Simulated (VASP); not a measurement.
# NbAs (I4_1md) in VASP: settings compared, part 3 of 3

VASP 6.6.1.

## Step 6: Single point, r2SCAN

This run uses another cell than the first one, of 16.35 Å³/atom, 0.959 times its volume.

File POSCAR:

```
NbAs
1.0
   -1.6906186857      1.6906186857      5.7207828749
    1.6906186857     -1.6906186857      5.7207828749
    1.6906186857      1.6906186857     -5.7207828749
Nb As
2 2
Direct
    0.5000000000      0.0000000000      0.5000000000
    0.7500000000      0.7500000000      0.0000000000
    0.9160000000      0.4160000000      0.5000000000
    0.1660000000      0.1660000000      0.0000000000
```

File INCAR.step1:

```
PREC     = Accurate       # precision mode
ENCUT    = 520            # plane-wave cutoff, eV
ISMEAR   = -1             # smearing method
SIGMA    = 0.05           # smearing width, eV
LREAL    = False          # projectors in reciprocal space
LASPH    = True           # aspherical terms in the spheres
NELM     = 60             # most SCF steps
NBANDS   = 26             # bands
GGA      = PE             # functional
ALGO     = Normal         # electronic algorithm
EDIFF    = 1E-4           # SCF threshold, eV
LWAVE    = True           # write WAVECAR
LCHARG   = False          # write CHGCAR
```

File INCAR.step2:

```
PREC     = Accurate       # precision mode
ENCUT    = 520            # plane-wave cutoff, eV
EDIFF    = 1E-6           # SCF threshold, eV
ISMEAR   = -1             # smearing method
SIGMA    = 0.05           # smearing width, eV
LREAL    = False          # projectors in reciprocal space
LASPH    = True           # aspherical terms in the spheres
NELM     = 60             # most SCF steps
ALGO     = Normal         # electronic algorithm
ISIF     = 2              # what is computed and relaxed
LWAVE    = False          # write WAVECAR
LCHARG   = True           # write CHGCAR
METAGGA  = R2SCAN         # meta-GGA
LMIXTAU  = True         
LELF     = True           # ELF
LVHAR    = True         
NBANDS   = 26             # bands
ISTART   = 1
```

File KPOINTS:

```
regular mesh
0
Gamma
  11 11 11
```

Potentials or basis: VASP PAW PBE potentials, release 64 (Nb_sv, As).

On the command line:

```sh
$ cat potpaw_PBE.64/Nb_sv/POTCAR potpaw_PBE.64/As/POTCAR > POTCAR
$ cp INCAR.step1 INCAR
$ mpirun -np 1 vasp_std > vasp.out
$ cp INCAR.step2 INCAR
$ mpirun -np 1 vasp_std > vasp.out
```

OUTCAR:

```text
PREC = Accurate
   ENCUT = 520
   EDIFF = 1E-6
   ISMEAR = -1
   LREAL = False
   LASPH = True
   NELM = 60
   ISIF = 2
   METAGGA = R2SCAN
   ISTART = 1

 ion  position               nearest neighbor table
   1  0.500  0.000  0.500-   4 2.54   4 2.54   3 2.58   3 2.58   3 2.58   3 2.58
   2  0.750  0.750  0.000-   3 2.54   3 2.54   4 2.58   4 2.58   4 2.58   4 2.58
   3  0.916  0.416  0.500-   2 2.54   2 2.54   1 2.58   1 2.58   1 2.58   1 2.58
   4  0.166  0.166  0.000-   1 2.54   1 2.54   2 2.58   2 2.58   2 2.58   2 2.58

  LATTYP: Found a body centered tetragonal cell.
 ALAT       =     3.3812373714
 C/A-ratio  =     3.3838398471

  Lattice vectors:

 A1 = (  -1.6906186857,   1.6906186857,   5.7207828749)
 A2 = (   1.6906186857,  -1.6906186857,   5.7207828749)
 A3 = (   1.6906186857,   1.6906186857,  -5.7207828749)

Analysis of symmetry for initial positions (statically):
=====================================================================
 Subroutine PRICEL returns:
 Original cell was already a primitive cell.

 Routine SETGRP: Setting up the symmetry group for a
 body centered tetragonal supercell.

 Subroutine GETGRP returns: Found  8 space group operations
 (whereof  4 operations were pure point group operations)
 out of a pool of 16 trial point group operations.

The static configuration has the point symmetry C_2v.
 The point group associated with its full space group is C_4v.

Analysis of symmetry for dynamics (positions and initial velocities):
=====================================================================
 Subroutine PRICEL returns:
 Original cell was already a primitive cell.

 Routine SETGRP: Setting up the symmetry group for a
 body centered tetragonal supercell.

 Subroutine GETGRP returns: Found  8 space group operations
 (whereof  4 operations were pure point group operations)
 out of a pool of 16 trial point group operations.

The dynamic configuration has the point symmetry C_2v.
 The point group associated with its full space group is C_4v.

 Subroutine INISYM returns: Found  8 space group operations
 (whereof  4 operations are pure point group operations),
 and found     1 'primitive' translations

----------------------------------------------------------------------------------------

                                     Primitive cell

  volume of cell :      65.4044

  direct lattice vectors                    reciprocal lattice vectors
    -1.690618686  1.690618686  5.720782875     0.000000000  0.295749718  0.087400625
     1.690618686 -1.690618686  5.720782875     0.295749718  0.000000000  0.087400625
     1.690618686  1.690618686 -5.720782875     0.295749718  0.295749718  0.000000000

  length of vectors
     6.200301588  6.200301588  6.200301588     0.308393847  0.308393847  0.418253263

  position of ions in fractional coordinates (direct lattice)
     0.500000000  0.000000000  0.500000000
     0.750000000  0.750000000  0.000000000
     0.916000000  0.416000000  0.500000000
     0.166000000  0.166000000  0.000000000

  ion indices of the primitive-cell ions
   primitive index   ion index
                 1           1
                 2           2
                 3           3
                 4           4

----------------------------------------------------------------------------------------

 KPOINTS: regular mesh

Automatic generation of k-mesh.
 Grid dimensions read from file:
 generate k-points for:   11   11   11

 Generating k-lattice:

  Cartesian coordinates                     Fractional coordinates (reciprocal lattice)
     0.000000000  0.026886338  0.007945511     0.090909091 -0.000000000  0.000000000
     0.026886338  0.000000000  0.007945511    -0.000000000  0.090909091  0.000000000
     0.026886338  0.026886338  0.000000000     0.000000000  0.000000000  0.090909091

  Length of vectors
     0.028035804  0.028035804  0.038023024

  Shift w.r.t. Gamma in fractional coordinates (k-lattice)
     0.000000000  0.000000000  0.000000000

 Subroutine IBZKPT returns following result:
 ===========================================

 Found    126 irreducible k-points:

 Following reciprocal coordinates:
            Coordinates               Weight
  0.000000  0.000000  0.000000      1.000000
  0.090909 -0.000000  0.000000      8.000000
  0.181818 -0.000000  0.000000      8.000000
  0.272727 -0.000000  0.000000      8.000000
  0.363636  0.000000 -0.000000      8.000000
  0.454545 -0.000000  0.000000      8.000000
[... 16 lines left out ...]
 -0.272727  0.181818 -0.000000     16.000000
 -0.181818  0.181818  0.000000      4.000000
 [... further k-points ...]
   k-points           NKPTS =    126   k-points in BZ     NKDIM =    126   number of bands    NBANDS=     26
   number of dos      NEDOS =    301   number of ions     NIONS =      4
   total plane-waves  NPLWV = 110592
   dimension x,y,z NGX =    48 NGY =   48 NGZ =   48
   dimension x,y,z NGXF=    96 NGYF=   96 NGZF=   96
   ions per type =               2   2
   NGX,Y,Z   is equivalent  to a cutoff of  12.87, 12.87, 12.87 a.u.
   NGXF,Y,Z  is equivalent  to a cutoff of  25.74, 25.74, 25.74 a.u.
 SYSTEM =  unknown system
   PREC   = accura    normal or accurate (medium, high low for compatibility)
   ISTART =      1    job   : 0-new  1-cont  2-samecut
   ICHARG =      0    charge: 1-file 2-atom 10-const
   ISPIN  =      1    spin polarized calculation?
   LNONCOLLINEAR =      F non collinear calculations
   LSORBIT =      F    spin-orbit coupling
   LASPH  =      T    aspherical Exc in radial PAW
   ENCUT  =  520.0 eV  38.22 Ry    6.18 a.u.  11.53 11.53 11.53*2*pi/ulx,y,z
   NELM   =     60;   NELMIN=  2; NELMDL=  0     # of ELM steps
   EDIFF  = 0.1E-05   stopping-criterion for ELM
   LREAL  =      F    real-space projection
   EDIFFG = 0.1E-04   stopping-criterion for IOM
   NSW    =      0    number of steps for IOM
   IBRION =     -1    ionic relax: 0-MD 1-quasi-New 2-CG
   NFREE  =      0    steps in history (QN), initial steepest desc. (CG)
   ISIF   =      2    stress and relaxation
   ISYM   =      2    0-nonsym 1-usesym 2-fastsym
   POTIM  = 0.5000    time-step for ionic-motion
   TEBEG  =    0.0;   TEEND  =   0.0 temperature during run
   PSTRESS=    0.0 pullay stress
   NELECT =      36.0000    total number of electrons
   NUPDOWN=      -1.0000    fix difference up-down
   EMIN   =  10.00;   EMAX   =-10.00  energy-range for DOS
   EFERMI =   0.00;   METHOD = LEGACY
   ISMEAR =    -1;   SIGMA  =   0.05  broadening in eV -4-tet -1-fermi 0-gaus
   EFERMI_NEDOS =   21; number of points for ismear=-14 and -15
   IALGO  =     38    algorithm
   IMIX   =      4    mixing-type and parameters
     AMIX     =   0.40;   BMIX     =  1.00
     AMIX_MAG =   1.60;   BMIX_MAG =  1.00
  volume/ion in A,a.u.               =      16.35       110.34
  Fermi-wavevector in a.u.,A,eV,Ry     =   1.341653  2.535356 24.490917  1.800032
  Thomas-Fermi vector in A             =   2.469869
   LORBIT       =      0    0 simple, 1 ext, 2 COOP (PROOUT), +10 PAW based schemes
   METAGGA = R2SCAN    functional components
   LHFCALC =     F    Hartree Fock is set to
   AEXX    =    0.0000 exact exchange contribution
   IVDW    =     0    specifies the selected vdW correction
   LEPSILON=     F    determine dielectric tensor
   LRPA    =     F    only Hartree local field effects (RPA)
 non-spin polarized calculation
  energy-cutoff  :      520.00
  volume of cell :       65.40
 maximum number of plane-waves:      1781
 NGX is ok and might be reduce to    48
   NGX = 23   NGY = 23   NGZ = 23

 number of electron      36.0000000 magnetization

 Free energy of the ion-electron system (eV)
  ---------------------------------------------------
  ext. energy  EPLUGINS =         0.00000000
  ---------------------------------------------------
  free energy    TOTEN  =       -82.05128952 eV

  energy without entropy =      -82.04597355  energy(sigma->0) =      -82.04863153

 E-fermi :  10.4367     XC(G=0): -12.9961

 val. band max:       10.4096584545   @ k =  -0.0909   0.4545   0.0909
 cond. band min:      10.4431388400   @ k =  -0.1818  -0.4545   0.1818
 fundamental gap:      0.0334803856
 Fermi energy:        10.4367109864

 k-point     1 :       0.0000    0.0000    0.0000
  band No.  band energies     occupation
      1     -46.4385      2.00000
      2     -46.3955      2.00000
      3     -22.0533      2.00000
      4     -21.8581      2.00000
      5     -21.8581      2.00000
      6     -21.6768      2.00000
[... 18 lines left out ...]
     25      14.8989      0.00000
     26      14.8989      0.00000
[... 644 lines left out ...]
      4     -21.9424      2.00000
      5     -21.9117      2.00000
      6     -21.7561      2.00000
[... 18 lines left out ...]
     25      14.7909      0.00000
     26      16.3498      0.00000

 [... further k-points ...]
[... 5 lines left out ...]
  --------------------------------------------------------------------------------------
  -------------------------------------------------------------------------------------
  Total        5.9648725      5.9648725      6.0550903      0.0000000      0.0000000      0.0000000
  in kB      146.1184189    146.1184189    148.3284366      0.0000000      0.0000000      0.0000000
  external PRESSURE =     146.8550915 kB  Pullay stress =       0.0000000 kB

 VOLUME and BASIS-vectors are now :
 -----------------------------------------------------------------------------
  energy-cutoff  :      520.00
  volume of cell :       65.40
      direct lattice vectors                 reciprocal lattice vectors
    -1.690618686  1.690618686  5.720782875     0.000000000  0.295749718  0.087400625
     1.690618686 -1.690618686  5.720782875     0.295749718  0.000000000  0.087400625
     1.690618686  1.690618686 -5.720782875     0.295749718  0.295749718  0.000000000

 POSITION                                       TOTAL-FORCE (eV/Angst)
 -----------------------------------------------------------------------------------
      0.00000      1.69062      0.00000        -0.000000      0.000000     -0.365457
      0.00000      0.00000      8.58117         0.000000     -0.000000     -0.365457
      0.00000      1.69062      4.75969        -0.000000     -0.000000      0.365457
      0.00000      0.00000      1.89930         0.000000      0.000000      0.365457
 -----------------------------------------------------------------------------------
    total drift:                               -0.000000     -0.000000     -0.001268

  FREE ENERGIE OF THE ION-ELECTRON SYSTEM (eV)
  ---------------------------------------------------
  free  energy   TOTEN  =       -82.0512895150 eV

  energy  without entropy=      -82.0459735470  energy(sigma->0) =      -82.04863153
```

Wall time 14 min (1 thread of Intel Xeon 6975P-C (Granite Rapids), shared host); peak memory 0.48 GiB.

Results:

| Property | Result |
| --- | --- |
| Free energy | -82.0513 eV |
| Pressure | 14.7 GPa |
| Largest force | 0.365 eV/Å |

Forces on the atoms (eV/Å):
```
Nb   0.000  0.000 -0.365
Nb   0.000  0.000 -0.365
As   0.000  0.000  0.365
As   0.000  0.000  0.365
```

Stress tensor (GPa, compression positive):
```
14.61  0.00  0.00
 0.00 14.61  0.00
 0.00  0.00 14.83
```

Caveat: the PAW data sets were made with another functional, which shifts forces and pressure a little.

## Step 7: The runs side by side

| level | potentials or basis | cell | pressure (GPa) | largest force (eV/Å) |
| --- | --- | --- | --- | --- |
| PBEsol | VASP PAW PBE potentials, release 64 (Nb_sv, As) | a = 6.287 Å, angles 148.4, 148.4, 45.4°, 4 atoms | 1.4 | 0.32 |
| PBE | VASP PAW PBE potentials, release 64 (Nb_sv, As) | a = 6.330 Å, angles 148.4, 148.4, 45.4°, 4 atoms | 3.3 | 0.30 |
| LDA | VASP PAW LDA potentials, release 64 (Nb_sv, As) | a = 6.330 Å, angles 148.4, 148.4, 45.4°, 4 atoms | -5.2 | 0.28 |
| PBEsol | VASP PAW PBE potentials, release 64 (Nb_sv, As) | a = 6.330 Å, angles 148.4, 148.4, 45.4°, 4 atoms | -2.2 | 0.29 |
| r2SCAN | VASP PAW PBE potentials, release 64 (Nb_sv, As) | a = 6.200 Å, angles 148.4, 148.4, 45.4°, 4 atoms | 14.7 | 0.37 |

Alike in all rows: task single point; no spin polarisation; k mesh 11 × 11 × 11; cutoff (eV) 520; smearing fermi-dirac 0.05 eV.

Caveats: the PAW data sets were made with another functional, which shifts forces and pressure a little (some runs).

Absolute energies hang on the potentials; compare differences alone.
